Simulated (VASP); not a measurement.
# WC (Qusongite) (P-6m2) in VASP: a series of runs

Runs on WC (Qusongite). Level: PBEsol. Tasks: single point, relaxation of cell and atoms.

Program: VASP 6.6.1. These are calculated values, not measurements. Logs are shortened: lines on timing, memory, paths and dates and some standing lists are left out, and cuts for length are marked.

## Step 1: The cell of the first run

It takes space group P-6m2 (No. 187, hexagonal). The conventional cell has a = 2.898 Å, b = 2.898 Å, c = 2.827 Å, α = 90.00°, β = 90.00°, γ = 120.00°. W (site symmetry -6m2) has 6 C at 2.19 Å and 8 W at 2.83 to 2.90 Å within 2.9 Å. Within 2.9 Å of C (site symmetry -6m2) lie 6 W at 2.19 Å and 8 C at 2.83 to 2.90 Å.

## Step 2: Single point, PBEsol

INCAR reads:

```
PREC = Accurate ; ENCUT = 520
EDIFF = 1E-7 ; ISMEAR = 1
SIGMA = 0.1 ; LREAL = F
LASPH = T ; NELM = 60
ALGO = Normal ; ISIF = 2
LWAVE = F ; LCHARG = T
GGA = PS ; LELF = T
LVHAR = T ; NBANDS = 16
```

KPOINTS reads:

```
Automatic mesh
0
Gamma
  16 16 14
```

POSCAR reads:

```
WC
1.0
    2.8982313003      0.0000000000      0.0000000000
   -1.4491156501      2.5099419321      0.0000000000
    0.0000000000      0.0000000000      2.8273316088
W C
1 1
Direct
    0.0000000000      0.0000000000      0.0000000000
    0.6666666667      0.3333333333      0.5000000000
```

Potentials or basis: VASP PAW PBE potentials, release 64 (W_sv, C).

The run is started by

```console
$ cat potpaw_PBE.64/W_sv/POTCAR potpaw_PBE.64/C/POTCAR > POTCAR
$ mpirun -np 1 vasp_std > vasp.out
```

OUTCAR:

```text
PREC = Accurate
   ENCUT = 520
   EDIFF = 1E-7
   ISMEAR = 1
   LREAL = F
   LASPH = T
   NELM = 60
   ISIF = 2
   GGA = PS

 ion  position               nearest neighbor table
   1  0.000  0.000  0.000-   2 2.19   2 2.19   2 2.19   2 2.19   2 2.19   2 2.19
   2  0.667  0.333  0.500-   1 2.19   1 2.19   1 2.19   1 2.19   1 2.19   1 2.19

  LATTYP: Found a hexagonal cell.
 ALAT       =     2.8982313003
 C/A-ratio  =     0.9755369106

  Lattice vectors:

 A1 = (   2.8982313003,   0.0000000000,   0.0000000000)
 A2 = (  -1.4491156501,   2.5099419321,   0.0000000000)
 A3 = (   0.0000000000,   0.0000000000,   2.8273316088)

Analysis of symmetry for initial positions (statically):
=====================================================================
 Subroutine PRICEL returns:
 Original cell was already a primitive cell.

 Routine SETGRP: Setting up the symmetry group for a
 hexagonal supercell.

 Subroutine GETGRP returns: Found 12 space group operations
 (whereof 12 operations were pure point group operations)
 out of a pool of 24 trial point group operations.

The static configuration has the point symmetry D_3h.

Analysis of symmetry for dynamics (positions and initial velocities):
=====================================================================
 Subroutine PRICEL returns:
 Original cell was already a primitive cell.

 Routine SETGRP: Setting up the symmetry group for a
 hexagonal supercell.

 Subroutine GETGRP returns: Found 12 space group operations
 (whereof 12 operations were pure point group operations)
 out of a pool of 24 trial point group operations.

The dynamic configuration has the point symmetry D_3h.

 Subroutine INISYM returns: Found 12 space group operations
 (whereof 12 operations are pure point group operations),
 and found     1 'primitive' translations

----------------------------------------------------------------------------------------

                                     Primitive cell

  volume of cell :      20.5671

  direct lattice vectors                    reciprocal lattice vectors
     2.898231300  0.000000000  0.000000000     0.345038024  0.199207796  0.000000000
    -1.449115650  2.509941932  0.000000000     0.000000000  0.398415592  0.000000000
     0.000000000  0.000000000  2.827331609     0.000000000  0.000000000  0.353690383

  length of vectors
     2.898231300  2.898231300  2.827331609     0.398415592  0.398415592  0.353690383

  position of ions in fractional coordinates (direct lattice)
     0.000000000  0.000000000  0.000000000
     0.666666667  0.333333333  0.500000000

  ion indices of the primitive-cell ions
   primitive index   ion index
                 1           1
                 2           2

----------------------------------------------------------------------------------------

 KPOINTS: Automatic mesh

Automatic generation of k-mesh.
 Grid dimensions read from file:
 generate k-points for:   16   16   14

 Generating k-lattice:

  Cartesian coordinates                     Fractional coordinates (reciprocal lattice)
     0.021564876  0.012450487  0.000000000     0.062500000  0.000000000  0.000000000
     0.000000000  0.024900974  0.000000000     0.000000000  0.062500000  0.000000000
     0.000000000  0.000000000  0.025263599     0.000000000  0.000000000  0.071428571

  Length of vectors
     0.024900974  0.024900974  0.025263599

  Shift w.r.t. Gamma in fractional coordinates (k-lattice)
     0.000000000  0.000000000  0.000000000

 Subroutine IBZKPT returns following result:
 ===========================================

 Found    240 irreducible k-points:

 Following reciprocal coordinates:
            Coordinates               Weight
  0.000000  0.000000  0.000000      1.000000
  0.062500 -0.000000  0.000000      6.000000
  0.125000 -0.000000  0.000000      6.000000
  0.187500 -0.000000  0.000000      6.000000
  0.250000 -0.000000  0.000000      6.000000
  0.312500 -0.000000  0.000000      6.000000
[... 16 lines left out ...]
  0.187500  0.187500  0.000000      6.000000
  0.250000  0.187500  0.000000     12.000000
 [... further k-points ...]
   k-points           NKPTS =    240   k-points in BZ     NKDIM =    240   number of bands    NBANDS=     16
   number of dos      NEDOS =    301   number of ions     NIONS =      2
   total plane-waves  NPLWV =  13824
   dimension x,y,z NGX =    24 NGY =   24 NGZ =   24
   dimension x,y,z NGXF=    48 NGYF=   48 NGZF=   48
   ions per type =               1   1
   NGX,Y,Z   is equivalent  to a cutoff of  13.77, 13.77, 14.11 a.u.
   NGXF,Y,Z  is equivalent  to a cutoff of  27.53, 27.53, 28.22 a.u.
 SYSTEM =  unknown system
   PREC   = accura    normal or accurate (medium, high low for compatibility)
   ISTART =      0    job   : 0-new  1-cont  2-samecut
   ICHARG =      2    charge: 1-file 2-atom 10-const
   ISPIN  =      1    spin polarized calculation?
   LNONCOLLINEAR =      F non collinear calculations
   LSORBIT =      F    spin-orbit coupling
   LASPH  =      T    aspherical Exc in radial PAW
   ENCUT  =  520.0 eV  38.22 Ry    6.18 a.u.   5.39  5.39  5.26*2*pi/ulx,y,z
   NELM   =     60;   NELMIN=  2; NELMDL= -5     # of ELM steps
   EDIFF  = 0.1E-06   stopping-criterion for ELM
   LREAL  =      F    real-space projection
   EDIFFG = 0.1E-05   stopping-criterion for IOM
   NSW    =      0    number of steps for IOM
   IBRION =     -1    ionic relax: 0-MD 1-quasi-New 2-CG
   NFREE  =      0    steps in history (QN), initial steepest desc. (CG)
   ISIF   =      2    stress and relaxation
   ISYM   =      2    0-nonsym 1-usesym 2-fastsym
   POTIM  = 0.5000    time-step for ionic-motion
   TEBEG  =    0.0;   TEEND  =   0.0 temperature during run
   PSTRESS=    0.0 pullay stress
   NELECT =      18.0000    total number of electrons
   NUPDOWN=      -1.0000    fix difference up-down
   EMIN   =  10.00;   EMAX   =-10.00  energy-range for DOS
   EFERMI =   0.00;   METHOD = LEGACY
   ISMEAR =     1;   SIGMA  =   0.10  broadening in eV -4-tet -1-fermi 0-gaus
   EFERMI_NEDOS =   21; number of points for ismear=-14 and -15
   IALGO  =     38    algorithm
   IMIX   =      4    mixing-type and parameters
     AMIX     =   0.40;   BMIX     =  1.00
     AMIX_MAG =   1.60;   BMIX_MAG =  1.00
  volume/ion in A,a.u.               =      10.28        69.40
  Fermi-wavevector in a.u.,A,eV,Ry     =   1.565938  2.959193 33.363679  2.452161
  Thomas-Fermi vector in A             =   2.668340
   LORBIT       =      0    0 simple, 1 ext, 2 COOP (PROOUT), +10 PAW based schemes
   GGA     = PS    functional components
   LHFCALC =     F    Hartree Fock is set to
   AEXX    =    0.0000 exact exchange contribution
   IVDW    =     0    specifies the selected vdW correction
   LEPSILON=     F    determine dielectric tensor
   LRPA    =     F    only Hartree local field effects (RPA)
 non-spin polarized calculation
 Methfessel and Paxton  Order N= 1 SIGMA  =   0.10
  energy-cutoff  :      520.00
  volume of cell :       20.57
 maximum number of plane-waves:       574
 NGX is ok and might be reduce to    24
   NGX = 11   NGY = 11   NGZ = 11

 number of electron      18.0000001 magnetization

 Free energy of the ion-electron system (eV)
  ---------------------------------------------------
  ext. energy  EPLUGINS =         0.00000000
  ---------------------------------------------------
  free energy    TOTEN  =       -23.89978799 eV

  energy without entropy =      -23.89966173  energy(sigma->0) =      -23.89974590

 E-fermi :  11.0155     XC(G=0): -13.9772

 val. band max:       11.0088314547   @ k =   0.4375  -0.0000   0.5000
 cond. band min:      11.0511487479   @ k =   0.4375   0.0625   0.4286
 fundamental gap:      0.0423172932
 Fermi energy:        11.0155056554

 k-point     1 :       0.0000    0.0000    0.0000
  band No.  band energies     occupation
      1     -62.8529      2.00000
      2     -26.8382      2.00000
      3     -26.7343      2.00000
      4     -26.7343      2.00000
      5      -3.4361      2.00000
      6       6.6802      2.00000
[... 8 lines left out ...]
     15      25.4554      0.00000
     16      27.8446      0.00000

 k-point     2 :       0.0625   -0.0000    0.0000
  band No.  band energies     occupation
      1     -62.8506      2.00000
      2     -26.8338      2.00000
      3     -26.7684      2.00000
      4     -26.7420      2.00000
      5      -3.3311      2.00000
      6       6.7173      2.00000
[... 8 lines left out ...]
     15      25.2182      0.00000
     16      28.0652      0.00000

 k-point     3 :       0.1250   -0.0000    0.0000
  band No.  band energies     occupation
      1     -62.8440      2.00000
      2     -26.8646      2.00000
      3     -26.8214      2.00000
      4     -26.7638      2.00000
      5      -3.0263      2.00000
      6       6.6314      2.00000
[... 8 lines left out ...]
     15      24.8704      0.00000
     16      28.6945      0.00000

 k-point     4 :       0.1875   -0.0000    0.0000
  band No.  band energies     occupation
      1     -62.8341      2.00000
      2     -27.0060      2.00000
      3     -26.8026      2.00000
      4     -26.7963      2.00000
      5      -2.5524      2.00000
      6       6.1220      2.00000
[... 8 lines left out ...]
     15      24.7675      0.00000
     16      29.6450      0.00000

 k-point     5 :       0.2500   -0.0000    0.0000
  band No.  band energies     occupation
      1     -62.8223      2.00000
      2     -27.1692      2.00000
      3     -26.8343      2.00000
      4     -26.7804      2.00000
      5      -1.9569      2.00000
      6       5.4892      2.00000
[... 8 lines left out ...]
     15      25.1231      0.00000
     16      29.3983      0.00000

 k-point     6 :       0.3125   -0.0000    0.0000
  band No.  band energies     occupation
      1     -62.8107      2.00000
      2     -27.3288      2.00000
      3     -26.8720      2.00000
      4     -26.7581      2.00000
      5      -1.3049      2.00000
      6       4.9015      2.00000
[... 8 lines left out ...]
     15      25.8985      0.00000
     16      28.2034      0.00000

 k-point     7 :       0.3750   -0.0000    0.0000
  band No.  band energies     occupation
      1     -62.8007      2.00000
      2     -27.4613      2.00000
      3     -26.9038      2.00000
      4     -26.7392      2.00000
      5      -0.6837      2.00000
      6       4.4231      2.00000
[... 8 lines left out ...]
     15      25.6366      0.00000
     16      27.9381      0.00000

 k-point     8 :       0.4375   -0.0000    0.0000
  band No.  band energies     occupation
      1     -62.7941      2.00000
      2     -27.5485      2.00000
      3     -26.9250      2.00000
      4     -26.7264      2.00000
      5      -0.2131      2.00000
      6       4.0985      2.00000
[... 8 lines left out ...]
     15      24.4479      0.00000
     16      28.8458      0.00000

 k-point     9 :       0.5000   -0.0000    0.0000
  band No.  band energies     occupation
      1     -62.7917      2.00000
      2     -27.5788      2.00000
      3     -26.9324      2.00000
      4     -26.7220      2.00000
      5      -0.0323      2.00000
      6       3.9799      2.00000
[... 8 lines left out ...]
     15      23.9656      0.00000
     16      29.2655      0.00000
[... 172 lines left out ...]
 k-point    19 :       0.2500    0.1250    0.0000
  band No.  band energies     occupation
      1     -62.8071      2.00000
      2     -27.3333      2.00000
      3     -26.9304      2.00000
      4     -26.7513      2.00000
      5      -1.0673      2.00000
      6       4.8441      2.00000
[... 8 lines left out ...]
     15      26.0770      0.00000
     16      28.0409      0.00000

 k-point    20 :       0.3125    0.1250    0.0000
  band No.  band energies     occupation
      1     -62.7979      2.00000
      2     -27.4425      2.00000
      3     -26.9739      2.00000
      4     -26.7338      2.00000
      5      -0.4557      2.00000
      6       4.4438      2.00000
[... 8 lines left out ...]
     15      26.1067      0.00000
     16      27.7562      0.00000

 k-point    21 :       0.3750    0.1250    0.0000
  band No.  band energies     occupation
      1     -62.7917      2.00000
      2     -27.5145      2.00000
      3     -27.0029      2.00000
      4     -26.7220      2.00000
      5       0.0094      2.00000
      6       4.1747      2.00000
[... 8 lines left out ...]
     15      25.1701      0.00000
     16      28.5441      0.00000

 k-point    22 :       0.4375    0.1250    0.0000
  band No.  band energies     occupation
      1     -62.7895      2.00000
      2     -27.5396      2.00000
      3     -27.0131      2.00000
      4     -26.7179      2.00000
      5       0.1881      2.00000
      6       4.0773      2.00000
[... 8 lines left out ...]
     15      24.7179      0.00000
     16      28.8781      0.00000

 k-point    23 :       0.1875    0.1875    0.0000
  band No.  band energies     occupation
      1     -62.8080      2.00000
      2     -27.3044      2.00000
      3     -26.9455      2.00000
      4     -26.7530      2.00000
      5      -1.1151      2.00000
      6       4.9280      2.00000
[... 8 lines left out ...]
     15      25.9395      0.00000
     16      28.3220      0.00000

 k-point    24 :       0.2500    0.1875    0.0000
  band No.  band energies     occupation
      1     -62.7988      2.00000
      2     -27.3920      2.00000
      3     -27.0124      2.00000
      4     -26.7355      2.00000
      5      -0.5002      2.00000
      6       4.5832      2.00000
[... 8 lines left out ...]
     15      26.5882      0.00000
     16      27.6187      0.00000

 [... further k-points ...]

------------------------ aborting loop because EDIFF is reached ----------------------------------------

  FORCE on cell =-STRESS in cart. coord.  units (eV):
  Direction    XX          YY          ZZ          XY          YZ          ZX
  --------------------------------------------------------------------------------------
  -------------------------------------------------------------------------------------
  Total        0.1570910      0.1570910      0.1981440      0.0000000     -0.0000000      0.0000000
  in kB       12.2373831     12.2373831     15.4354039      0.0000000     -0.0000000      0.0000000
  external PRESSURE =      13.3033900 kB  Pullay stress =       0.0000000 kB

 VOLUME and BASIS-vectors are now :
 -----------------------------------------------------------------------------
  energy-cutoff  :      520.00
  volume of cell :       20.57
      direct lattice vectors                 reciprocal lattice vectors
     2.898231300  0.000000000  0.000000000     0.345038024  0.199207796  0.000000000
    -1.449115650  2.509941932  0.000000000     0.000000000  0.398415592  0.000000000
     0.000000000  0.000000000  2.827331609     0.000000000  0.000000000  0.353690383

 POSITION                                       TOTAL-FORCE (eV/Angst)
 -----------------------------------------------------------------------------------
      0.00000      0.00000      0.00000         0.000000     -0.000000      0.000000
      1.44912      0.83665      1.41367        -0.000000      0.000000      0.000000
 -----------------------------------------------------------------------------------
    total drift:                                0.000000     -0.000000      0.000000

  FREE ENERGIE OF THE ION-ELECTRON SYSTEM (eV)
  ---------------------------------------------------
  free  energy   TOTEN  =       -23.8997879859 eV

  energy  without entropy=      -23.8996617252  energy(sigma->0) =      -23.89974590
```

It took 90 s on 1 thread of AMD EPYC 7R13, shared host; peak memory 0.17 GiB.

What came out:

```yaml
Free_energy: -23.8998 eV
Pressure: 1.3 GPa
Band_gap_on_the_k_mesh: zero (band 9 reaches 11.71 eV, above the bottom of band 10 at 10.45 eV)
```

Stress tensor (GPa, compression positive):
```
1.22 0.00 0.00
0.00 1.22 0.00
0.00 0.00 1.54
```

Caveat: the PAW data sets were made with another functional, which shifts forces and pressure a little; spin-orbit coupling is left out, which moves the levels of the heavy elements.

## Step 3: Relaxation of cell and atoms, PBEsol

This run uses another cell than the first one, of 10.38 Å³/atom, 1.009 times its volume.

INCAR reads:

```
SYSTEM = WC
ALGO = Normal
EDIFF = 1E-6
EDIFFG = -0.03
ENCUT = 600
GGA = PS
IBRION = 2
ISIF = 3
ISMEAR = 1
LASPH = .True.
LCHARG = .False.
LREAL = .False.
LWAVE = .False.
NELM = 100
NSW = 80
PREC = Accurate
SIGMA = 0.1
```

KPOINTS reads:

```
k-points
0
Gamma
  16 16 14
  0 0 0
```

POSCAR reads:

```
WC
1.0
    2.9065000000      0.0000000000      0.0000000000
   -1.4532500000      2.5171030000      0.0000000000
    0.0000000000      0.0000000000      2.8366000000
W C
1 1
Direct
    0.0000000000      0.0000000000      0.0000000000
    0.6666666667      0.3333333333      0.5000000000
```

Potentials or basis: VASP PAW PBE potentials, release 64 (W_sv, C).

The run is started by

```console
$ cat potpaw_PBE.64/W_sv/POTCAR potpaw_PBE.64/C/POTCAR > POTCAR
$ mpirun -np 1 vasp_std > vasp.out
```

Run time: 2.9 min. Hardware: 1 thread of AMD EPYC 7R13, shared host; peak memory 0.19 GiB.

Results (log left out):

| Property | Result |
| --- | --- |
| Free energy | -23.9009 eV |
| Relaxed volume | 10.32 Å³/atom |
| Relaxed cell | a = 2.901 Å, b = 2.901 Å, c = 2.830 Å, α = 90.00°, β = 90.00°, γ = 120.00° |
| Space group after relaxing (to 0.05 Å) | P-6m2 (No. 187) |
| Energy gained by relaxing | 0.5 meV/atom |
| Ionic steps | 3 |
| Pressure after relaxing | 0.0 GPa |
| Band gap on the k mesh | zero (band 9 reaches 11.66 eV, above the bottom of band 10 at 10.41 eV) |

Stress tensor (GPa, compression positive):
```
-0.08  0.00  0.00
 0.00 -0.08  0.00
 0.00  0.00  0.08
```

Step by step:
```
step  energy change (eV)  largest force (eV/Å)  pressure (GPa)  volume (Å³)
   1              0.0000                0.0000           -2.41        20.75
   2              0.0068                0.0000            7.20        20.29
   3             -0.0009                0.0000           -0.03        20.63
```

Final structure:
```
W C
1.0
     2.90125    0.00000    0.00000
    -1.45062    2.51255    0.00000
     0.00000    0.00000    2.83016
W C
1 1
Direct
  0.00000 0.00000 0.00000
  0.66667 0.33333 0.50000
```

Levels at points of the mesh, in eV from the Fermi level:
| k point | band 7 | band 8 | band 9 | band 10 | band 11 | band 12 |
| --- | --- | --- | --- | --- | --- | --- |
| (0.00, 0.00, 0.00) | -3.31 | -3.31 | 0.17 | 3.30 | 3.30 | 5.74 |
| (0.50, 0.00, 0.00) | -3.59 | -3.57 | -0.40 | 2.40 | 4.61 | 4.99 |
| (0.00, 0.00, 0.50) | -1.98 | -1.98 | -0.56 | -0.56 | 3.77 | 4.59 |
| (0.50, 0.00, 0.50) | -4.30 | -4.14 | 0.35 | 4.52 | 5.42 | 6.77 |

Caveat: the PAW data sets were made with another functional, which shifts forces and pressure a little; spin-orbit coupling is left out, which moves the levels of the heavy elements.
